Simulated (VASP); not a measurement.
Here is a VASP 6.6.1 calculation.

The input INCAR:

```
ALGO     = Normal         # electronic algorithm
DIPOL    = 0.5 0.5 0.324
EDIFF    = 1E-6           # SCF threshold, eV
ENCUT    = 520            # plane-wave cutoff, eV
GGA      = PE             # functional
IDIPOL   = 3            
ISIF     = 2              # what is computed and relaxed
ISMEAR   = 0              # smearing method
ISPIN    = 2              # spin polarisation
LASPH    = True           # aspherical terms in the spheres
LCHARG   = True           # write CHGCAR
LDIPOL   = True         
LELF     = True           # ELF
LMAXMIX  = 4              # l up to which the mixer works
LORBIT   = 11             # projections on sites
LREAL    = False          # projectors in reciprocal space
LVACPOTAV= True         
LVHAR    = True         
LWAVE    = False          # write WAVECAR
MAGMOM   = 0 0 0 1        # initial moments
NBANDS   = 30             # bands
NELM     = 150            # most SCF steps
PREC     = Accurate       # precision mode
SIGMA    = 0.1            # smearing width, eV
```

File KPOINTS:

```
k-points
0
Gamma
  9 9 1
```

File POSCAR:

```
Ti3H
1.0
    2.9075446931      0.0000000000      0.0000000000
    0.0000000000      2.9075446931      0.0000000000
    0.0000000000      0.0000000000     20.8059825779
Ti H
3 1
Direct
    0.5000000000      0.5000000000      0.1922523959
    0.0000000000      0.0000000000      0.2837148153
    0.5000000000      0.5000000000      0.3751797133
    0.5000000000      0.5000000000      0.4463130998
```

Potentials or basis: VASP PAW PBE potentials, release 64 (Ti_sv, H).

Command:

```sh
$ cat potpaw_PBE.64/Ti_sv/POTCAR potpaw_PBE.64/H/POTCAR > POTCAR
$ mpirun -np 1 vasp_std > vasp.out
```

Q: Estimate the net moment.

A: -0.79 μB per cell.

Q: Estimate the largest force.

A: 3.976 eV/Å.

Forces on the atoms (eV/Å):
```
Ti   0.000  0.000 -0.186
Ti   0.000  0.000 -0.385
Ti   0.000  0.000 -3.405
H    0.000  0.000  3.976
```

Caveat: a moment this small can come from the mesh or the smearing.
